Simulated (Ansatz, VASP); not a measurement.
**Ge: VASP beside Ansatz**

File POSCAR:

```
Ge
1.0
    0.0000000000      2.8290000000      2.8290000000
    2.8290000000      0.0000000000      2.8290000000
    2.8290000000      2.8290000000      0.0000000000
Ge
2
Direct
    0.0000000000      0.0000000000      0.0000000000
    0.2500000000      0.2500000000      0.2500000000
```

The input INCAR.step1:

```
PREC = Accurate
ENCUT = 520
ISMEAR = 0
SIGMA = 0.03
LREAL = False
LASPH = True
NELM = 60
NBANDS = 21
GGA = PE
ALGO = Normal
EDIFF = 1E-4
LWAVE = True
LCHARG = False
```

INCAR.step2

```
PREC = Accurate
ENCUT = 520
EDIFF = 1E-7
ISMEAR = 0
SIGMA = 0.03
LREAL = False
LASPH = True
NELM = 60
ALGO = Normal
ISIF = 2
LWAVE = False
LCHARG = False
METAGGA = R2SCAN
LMIXTAU = True
NBANDS = 21
ISTART = 1
```

KPOINTS

```
Automatic mesh
0
Gamma
  10 10 10
```

Input for Ansatz:

```yaml
crystal:
  lattice:
    - [0.0, 2.829, 2.829]
    - [2.829, 0.0, 2.829]
    - [2.829, 2.829, 0.0]
  atoms:
    - { symbol: Ge, position: [0.0, 0.0, 0.0] }
    - { symbol: Ge, position: [0.25, 0.25, 0.25] }
scf:
  occupations: { method: gaussian, width: 0.03 }
output:
  eigenstates: { kpoints: [[0, 0, 0], [0.01, 0, 0], [0.5, 0, 0], [0.5, 0.5, 0]] }
hamiltonian:
  xc: r2scan
kpoints:
  mp_grid: { grid: [10, 10, 10] }
```

Alike in both runs: task single point; functional r2SCAN; k mesh 10 × 10 × 10; occupations gaussian, width 0.03 eV; no spin polarisation.

|  | VASP | Ansatz |
| --- | --- | --- |
| version | VASP 6.6.1 | Ansatz 0.2.0 |
| potentials or method | VASP PAW PBE potentials, release 64 (Ge_d) | scalar-relativistic, plane waves, PAW |
| plane-wave cutoff (eV) | 520 | 500 |
| valence electrons in the cell | 28 | 28 |

|  | VASP | Ansatz | Ansatz less VASP |
| --- | --- | --- | --- |
| gap on the k mesh at the Fermi level (eV) | 0.40 | 0.44 | +0.040 |
| least direct gap on the mesh (eV) | 0.40 | 0.44 | +0.040 |

VASP's potentials were made for PBE, not for r2SCAN.
